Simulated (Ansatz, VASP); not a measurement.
One calculation of Sc, two programs

```
Sc
1.0
     0.00000    2.26000    2.26000
     2.26000    0.00000    2.26000
     2.26000    2.26000    0.00000
Sc
1
Direct
  0.00000 0.00000 0.00000
```

Alike in both runs: task relaxation of cell and atoms; functional PBE; k mesh 10 × 10 × 10; occupations fermi-dirac, width 0.05 eV; no spin polarisation.

|  | VASP | Ansatz |
| --- | --- | --- |
| version | VASP 6.6.1 | Ansatz 0.2.0 |
| potentials or method | VASP PAW PBE potentials, release 64 (Sc_sv) | Ansatz PAW |
| plane-wave cutoff (eV) | 600 | 420 |
| valence electrons in the cell | 11 | 11 |

|  | VASP | Ansatz | Ansatz less VASP |
| --- | --- | --- | --- |
| gap on the k mesh at the Fermi level, each at its own relaxed structure (eV) | none | none | - |
| relaxed volume (Å³/atom) | 24.70 | 24.70 | -0.003 |
| relaxed cell length with the largest relative difference (Å) | 3.269 | 3.269 | -0.0001 |

A gap of «none» marks a metal or a gap that the smearing closes.

Noted on Ansatz's run: the plane-wave basis is chosen anew once the cell has moved, so the energies of steps on either side of that aren't comparable.
